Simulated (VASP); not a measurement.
AlP7:

```
Al P
1.0
     5.87210    0.00000    0.00000
     0.00000    5.87210    0.00000
     0.00000    0.00000    5.87210
Al P
1 7
Cartesian
  0.0000 0.0000 0.0000
  1.4834 1.4834 1.4834
  0.0000 2.9361 2.9361
  2.9361 2.9361 0.0000
  2.9361 0.0000 2.9361
  4.3887 1.4834 4.3887
  4.3887 4.3887 1.4834
  1.4834 4.3887 4.3887
```

| Item | Value |
| --- | --- |
| Program | VASP 6.6.1 |
| Task | relaxation of cell and atoms |
| Functional | PBE |
| Potentials or basis | VASP PAW PBE potentials, release 64 (Al, P) |
| Cutoff | 600 eV |
| k mesh | 4 × 4 × 4 |
| Occupations | gaussian, width 0.1 eV |
| Spin | no spin polarisation |

At the start: pressure -8.3 GPa; volume 25.31 Å³/atom.

Problem. Where does the relaxation end?

Solution. Over 7 steps the energy falls by 175.6 meV/atom and the volume is 20.08 Å³/atom (-20.7 %); space group P-43m (No. 215, to 0.05 Å).

The path:
```tsv
step	energy change (eV)	largest force (eV/Å)	pressure (GPa)	volume (Å³)
1	0.0000	0.1350	-8.25	202.48
2	-1.2177	0.6983	-1.44	166.62
3	-1.2420	0.7730	-0.09	162.11
4	-1.2424	0.7852	0.15	161.37
5	-1.3419	0.4968	0.27	159.80
6	-1.3987	0.0639	0.84	157.48
7	-1.4052	0.0336	-0.26	160.64
```

Final structure:
```
Al P
1.0
     5.43603    0.00000    0.00000
     0.00000    5.43603    0.00000
     0.00000    0.00000    5.43603
Al P
1 7
Direct
  0.00000 0.00000 0.00000
  0.26432 0.26432 0.26432
  0.00000 0.50000 0.50000
  0.50000 0.50000 0.00000
  0.50000 0.00000 0.50000
  0.73567 0.26432 0.73567
  0.73567 0.73567 0.26432
  0.26432 0.73567 0.73567
```

Caveat: the volume moved by over 15 % at a fixed basis, so the end points are rough.
